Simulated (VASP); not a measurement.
# InAgTe2 (I-42d) in VASP: notebook

Runs on InAgTe2. Level: r2SCAN. Tasks: single point.

All numbers are computed with VASP 6.6.1; they aren't measurements. Logs are shortened: lines on timing, memory, paths and dates and some standing lists are left out, and cuts for length are marked.

## (1) The cell of the first run

Symmetry: I-42d, No. 122, tetragonal system. Conventional cell: a = 6.450 Å, b = 6.450 Å, c = 12.717 Å, α = 90.00°, β = 90.00°, γ = 90.00°. In (site symmetry -4) has 4 Te at 2.79 Å within 3.7 Å. Within 3.6 Å of Ag (site symmetry -4) lie 4 Te at 2.77 Å. Te (site symmetry 2) has 2 Ag at 2.77 Å and 2 In at 2.79 Å within 3.6 Å.

## (2) Single point, r2SCAN (33.07 Å³/atom)

File POSCAR:

```
InAgTe2
1.0
   -3.2249801253      3.2249801253      6.3585270981
    3.2249801253     -3.2249801253      6.3585270981
    3.2249801253      3.2249801253     -6.3585270981
In Ag Te
2 2 4
Direct
    0.5000000000      0.5000000000      0.0000000000
    0.2500000000      0.7500000000      0.5000000000
    0.0000000000      0.0000000000      0.0000000000
    0.7500000000      0.2500000000      0.5000000000
    0.3750000000      0.3719630006      0.4969630006
    0.6280369994      0.1250000000      1.0030369994
    0.8750000000      0.8780369994      0.5030369994
    0.1219630006      0.6250000000     -0.0030369994
```

File INCAR.step1:

```
SYSTEM = InAgTe2
ALGO = Normal
EDIFF = 1E-5
ENCUT = 550
GGA = PE
GGA_COMPAT = .False.
ISMEAR = -1
LASPH = .True.
LCHARG = .False.
LREAL = .False.
LWAVE = .True.
NBANDS = 46
NELM = 120
PREC = Accurate
SIGMA = 0.02
```

File INCAR.step2:

```
SYSTEM = InAgTe2
ALGO = Normal
EDIFF = 1E-6
ENCUT = 550
GGA_COMPAT = .False.
ISIF = 2
ISMEAR = -1
ISTART = 1
LASPH = .True.
LCHARG = .False.
LMIXTAU = .True.
LREAL = .False.
LWAVE = .False.
METAGGA = R2SCAN
NBANDS = 46
NELM = 120
PREC = Accurate
SIGMA = 0.02
```

File KPOINTS:

```
k-points
0
Gamma
  4 4 4
  0 0 0
```

Potentials or basis: VASP PAW PBE potentials, release 64 (In_d, Ag, Te).

Run with:

```bash
$ cat potpaw_PBE.64/In_d/POTCAR potpaw_PBE.64/Ag/POTCAR potpaw_PBE.64/Te/POTCAR > POTCAR
$ cp INCAR.step1 INCAR
$ mpirun -np 1 vasp_std > vasp.out
$ cp INCAR.step2 INCAR
$ mpirun -np 1 vasp_std > vasp.out
```

OUTCAR:

```text
SYSTEM = InAgTe2
   EDIFF = 1E-6
   ENCUT = 550
   ISIF = 2
   ISMEAR = -1
   ISTART = 1
   LASPH = .True.
   LREAL = .False.
   METAGGA = R2SCAN
   NELM = 120
   PREC = Accurate

 ion  position               nearest neighbor table
   1  0.500  0.500  0.000-   7 2.79   6 2.79   8 2.79   5 2.79
   2  0.250  0.750  0.500-   6 2.79   5 2.79   7 2.79   8 2.79
   3  0.000  0.000  0.000-   5 2.77   6 2.77   7 2.77   8 2.77
   4  0.750  0.250  0.500-   5 2.77   6 2.77   7 2.77   8 2.77
   5  0.375  0.372  0.497-   3 2.77   4 2.77   1 2.79   2 2.79
   6  0.628  0.125  0.003-   3 2.77   4 2.77   1 2.79   2 2.79
   7  0.875  0.878  0.503-   3 2.77   4 2.77   2 2.79   1 2.79
   8  0.122  0.625  0.997-   3 2.77   4 2.77   2 2.79   1 2.79

  LATTYP: Found a body centered tetragonal cell.
 ALAT       =     6.4499602506
 C/A-ratio  =     1.9716484602

  Lattice vectors:

 A1 = (  -3.2249801253,   3.2249801253,   6.3585270981)
 A2 = (   3.2249801253,  -3.2249801253,   6.3585270981)
 A3 = (   3.2249801253,   3.2249801253,  -6.3585270981)

Analysis of symmetry for initial positions (statically):
=====================================================================
 Subroutine PRICEL returns:
 Original cell was already a primitive cell.

 Routine SETGRP: Setting up the symmetry group for a
 body centered tetragonal supercell.

 Subroutine GETGRP returns: Found  8 space group operations
 (whereof  4 operations were pure point group operations)
 out of a pool of 16 trial point group operations.

The static configuration has the point symmetry S_4 .
 The point group associated with its full space group is D_2d.

Analysis of symmetry for dynamics (positions and initial velocities):
=====================================================================
 Subroutine PRICEL returns:
 Original cell was already a primitive cell.

 Routine SETGRP: Setting up the symmetry group for a
 body centered tetragonal supercell.

 Subroutine GETGRP returns: Found  8 space group operations
 (whereof  4 operations were pure point group operations)
 out of a pool of 16 trial point group operations.

The dynamic configuration has the point symmetry S_4 .
 The point group associated with its full space group is D_2d.

 Subroutine INISYM returns: Found  8 space group operations
 (whereof  4 operations are pure point group operations),
 and found     1 'primitive' translations
[... 96 lines left out ...]
   LREAL  =      F    real-space projection
   EDIFFG = 0.1E-04   stopping-criterion for IOM
   NSW    =      0    number of steps for IOM
   IBRION =     -1    ionic relax: 0-MD 1-quasi-New 2-CG
   NFREE  =      0    steps in history (QN), initial steepest desc. (CG)
   ISIF   =      2    stress and relaxation
   ISYM   =      2    0-nonsym 1-usesym 2-fastsym
   POTIM  = 0.5000    time-step for ionic-motion
   TEBEG  =    0.0;   TEEND  =   0.0 temperature during run
   PSTRESS=    0.0 pullay stress
   NELECT =      72.0000    total number of electrons
   NUPDOWN=      -1.0000    fix difference up-down
   EMIN   =  10.00;   EMAX   =-10.00  energy-range for DOS
   EFERMI =   0.00;   METHOD = LEGACY
   ISMEAR =    -1;   SIGMA  =   0.02  broadening in eV -4-tet -1-fermi 0-gaus
   EFERMI_NEDOS =   21; number of points for ismear=-14 and -15
   IALGO  =     38    algorithm
   IMIX   =      4    mixing-type and parameters
     AMIX     =   0.40;   BMIX     =  1.00
     AMIX_MAG =   1.60;   BMIX_MAG =  1.00
  volume/ion in A,a.u.               =      33.07       223.14
  Fermi-wavevector in a.u.,A,eV,Ry     =   1.060951  2.004907 15.314959  1.125618
  Thomas-Fermi vector in A             =   2.196350
   LORBIT       =      0    0 simple, 1 ext, 2 COOP (PROOUT), +10 PAW based schemes
   METAGGA = R2SCAN    functional components
   LHFCALC =     F    Hartree Fock is set to
   AEXX    =    0.0000 exact exchange contribution
   IVDW    =     0    specifies the selected vdW correction
   LEPSILON=     F    determine dielectric tensor
   LRPA    =     F    only Hartree local field effects (RPA)
 non-spin polarized calculation
  energy-cutoff  :      550.00
  volume of cell :      264.53
 maximum number of plane-waves:      7800
   NGX = 29   NGY = 29   NGZ = 29

 number of electron      72.0000008 magnetization

 Free energy of the ion-electron system (eV)
  ---------------------------------------------------
  ext. energy  EPLUGINS =         0.00000000
  ---------------------------------------------------
  free energy    TOTEN  =      -192.49991116 eV

  energy without entropy =     -192.49991116  energy(sigma->0) =     -192.49991116

 E-fermi :   4.7192     XC(G=0):  -9.2726

 val. band max:        4.4055331379   @ k =   0.0000   0.0000   0.0000
 cond. band min:       5.0322823125   @ k =   0.0000   0.0000   0.0000
 fundamental gap:      0.6267491746
 Fermi energy:         4.7192269948

 k-point     1 :       0.0000    0.0000    0.0000
  band No.  band energies     occupation
      1     -10.9769      2.00000
      2     -10.9733      2.00000
      3     -10.9733      2.00000
      4     -10.8967      2.00000
      5     -10.8794      2.00000
      6     -10.8794      2.00000
[... 626 lines left out ...]
     45      10.5406      0.00000
     46      10.5406      0.00000

------------------------ aborting loop because EDIFF is reached ----------------------------------------

  FORCE on cell =-STRESS in cart. coord.  units (eV):
  Direction    XX          YY          ZZ          XY          YZ          ZX
  --------------------------------------------------------------------------------------
  -------------------------------------------------------------------------------------
  Total        2.2515064      2.2515064      2.1645358      0.0000000      0.0000000     -0.0000000
  in kB       13.6368219     13.6368219     13.1100624      0.0000000      0.0000000     -0.0000000
  external PRESSURE =      13.4612354 kB  Pullay stress =       0.0000000 kB

 VOLUME and BASIS-vectors are now :
 -----------------------------------------------------------------------------
  energy-cutoff  :      550.00
  volume of cell :      264.53
      direct lattice vectors                 reciprocal lattice vectors
    -3.224980125  3.224980125  6.358527098     0.000000000  0.155039715  0.078634563
     3.224980125 -3.224980125  6.358527098     0.155039715  0.000000000  0.078634563
     3.224980125  3.224980125 -6.358527098     0.155039715  0.155039715  0.000000000

 POSITION                                       TOTAL-FORCE (eV/Angst)
 -----------------------------------------------------------------------------------
      0.00000      0.00000      6.35853         0.000000     -0.000000     -0.000000
      3.22498      0.00000      3.17926         0.000000     -0.000000     -0.000000
      0.00000      0.00000      0.00000         0.000000     -0.000000      0.000000
      0.00000      3.22498      3.17926         0.000000     -0.000000     -0.000000
      1.59290      1.61249      1.58963        -0.076133     -0.000000     -0.000000
     -1.61249      1.63208      4.76890         0.000000      0.076133     -0.000000
      1.63208      1.61249      7.94816         0.076133     -0.000000     -0.000000
      4.83747      1.59290     -1.58963         0.000000     -0.076133     -0.000000
 -----------------------------------------------------------------------------------
    total drift:                               -0.000001     -0.000001     -0.000001

  FREE ENERGIE OF THE ION-ELECTRON SYSTEM (eV)
  ---------------------------------------------------
  free  energy   TOTEN  =      -192.4999111644 eV

  energy  without entropy=     -192.4999111611  energy(sigma->0) =     -192.49991116
```

OUTCAR.step1:

```text
SYSTEM = InAgTe2
   EDIFF = 1E-5
   ENCUT = 550
   GGA = PE
   ISMEAR = -1
   LASPH = .True.
   LREAL = .False.
   NELM = 120
[... 867 lines left out ...]
     -1.61249      1.63208      4.76890        -0.000000      0.199078     -0.000000
      1.63208      1.61249      7.94816         0.199078     -0.000000     -0.000000
      4.83747      1.59290     -1.58963         0.000000     -0.199078     -0.000000
 -----------------------------------------------------------------------------------
    total drift:                               -0.000001     -0.000001     -0.000002

  FREE ENERGIE OF THE ION-ELECTRON SYSTEM (eV)
  ---------------------------------------------------
  free  energy   TOTEN  =       -25.3272718069 eV

  energy  without entropy=      -25.3272424628  energy(sigma->0) =      -25.32725713
```

Wall time 7.6 min (1 thread of Intel Xeon 6975P-C (Granite Rapids), shared host); peak memory 0.62 GiB.

What came out:

```yaml
Free_energy: -192.4999 eV
Pressure: 1.3 GPa
Largest_force: 0.076 eV/Å
Band_gap_on_the_k_mesh: 0.63 eV
```

Forces on the atoms (eV/Å):
```
In   0.000  0.000  0.000
In   0.000  0.000  0.000
Ag   0.000  0.000  0.000
Ag   0.000  0.000  0.000
Te  -0.076  0.000  0.000
Te   0.000  0.076  0.000
Te   0.076  0.000  0.000
Te   0.000 -0.076  0.000
```

Levels at points of the mesh, in eV from the valence-band top:
```
           k point  band 32  band 33  band 34  band 35  band 36  band 37  band 38  band 39  band 40  band 41
(0.00, 0.00, 0.00)    -2.02    -2.02    -0.09    -0.09     0.00     0.63     2.23     2.30     3.82     3.82
(0.50, 0.00, 0.00)    -1.88    -1.70    -1.32    -1.27    -0.63     2.13     2.50     3.26     3.95     4.13
(0.50, 0.50, 0.00)    -1.43    -0.95    -0.95    -0.56    -0.56     1.33     1.33     3.29     3.29     4.51
(0.50, 0.50, 0.50)    -1.83    -1.35    -1.35    -1.02    -1.02     1.85     1.85     2.32     2.32     3.09
```

Caveat: the PAW data sets were made with another functional, which shifts forces and pressure a little; spin-orbit coupling is left out, which moves the levels of the heavy elements.

## (3) Single point, r2SCAN

This run uses another cell than the first one, of 34.09 Å³/atom.

Edit POSCAR of step 2 so:

```diff
@@ -2,5 +2,5 @@
 1.0
-   -3.2249801253      3.2249801253      6.3585270981
-    3.2249801253     -3.2249801253      6.3585270981
-    3.2249801253      3.2249801253     -6.3585270981
+   -3.2578903588      3.2578903588      6.4234145093
+    3.2578903588     -3.2578903588      6.4234145093
+    3.2578903588      3.2578903588     -6.4234145093
 In Ag Te
```

File INCAR.step1:

```
SYSTEM = InAgTe2
PREC = Accurate
ENCUT = 550
ISMEAR = -1
SIGMA = 0.02
LREAL = .False.
LASPH = .True.
NELM = 120
NBANDS = 46
GGA = PE
ALGO = Normal
EDIFF = 1E-5
LWAVE = .True.
LCHARG = .False.
GGA_COMPAT = .False.
```

File INCAR.step2:

```
SYSTEM = InAgTe2
PREC = Accurate
ENCUT = 550
EDIFF = 1E-6
ISMEAR = -1
SIGMA = 0.02
LREAL = .False.
LASPH = .True.
NELM = 120
ALGO = Normal
ISIF = 2
LWAVE = .False.
LCHARG = .False.
METAGGA = R2SCAN
LMIXTAU = .True.
NBANDS = 46
ISTART = 1
GGA_COMPAT = .False.
```

File KPOINTS:

```
Automatic mesh
0
Gamma
  4 4 4
  0 0 0
```

Potentials or basis: VASP PAW PBE potentials, release 64 (In_d, Ag, Te).

Run with:

```bash
$ cat potpaw_PBE.64/In_d/POTCAR potpaw_PBE.64/Ag/POTCAR potpaw_PBE.64/Te/POTCAR > POTCAR
$ cp INCAR.step1 INCAR
$ mpirun -np 1 vasp_std > vasp.out
$ cp INCAR.step2 INCAR
$ mpirun -np 1 vasp_std > vasp.out
```

Wall time 7.5 min (1 thread of Intel Xeon 6975P-C (Granite Rapids), shared host); peak memory 0.62 GiB.

The run converged. Its results:

```yaml
Free_energy: -192.5336 eV
Pressure: -0.1 GPa
Largest_force: 0.017 eV/Å
Band_gap_on_the_k_mesh: 0.54 eV
```

Forces on the atoms (eV/Å):
```
In   0.000  0.000  0.000
In   0.000  0.000  0.000
Ag   0.000  0.000  0.000
Ag   0.000  0.000  0.000
Te  -0.017  0.000  0.000
Te   0.000  0.017  0.000
Te   0.017  0.000  0.000
Te   0.000 -0.017  0.000
```

Levels at points of the mesh, in eV from the valence-band top:
| k point | band 32 | band 33 | band 34 | band 35 | band 36 | band 37 | band 38 | band 39 | band 40 | band 41 |
| --- | --- | --- | --- | --- | --- | --- | --- | --- | --- | --- |
| (0.00, 0.00, 0.00) | -1.91 | -1.91 | -0.09 | -0.09 | 0.00 | 0.54 | 2.21 | 2.37 | 3.83 | 3.83 |
| (0.50, 0.00, 0.00) | -1.81 | -1.63 | -1.24 | -1.21 | -0.59 | 2.05 | 2.42 | 3.28 | 3.91 | 4.12 |
| (0.50, 0.50, 0.00) | -1.37 | -0.90 | -0.90 | -0.52 | -0.52 | 1.28 | 1.28 | 3.27 | 3.27 | 4.50 |
| (0.50, 0.50, 0.50) | -1.76 | -1.29 | -1.29 | -0.96 | -0.96 | 1.82 | 1.82 | 2.37 | 2.37 | 3.12 |

Caveat: the PAW data sets were made with another functional, which shifts forces and pressure a little; spin-orbit coupling is left out, which moves the levels of the heavy elements.
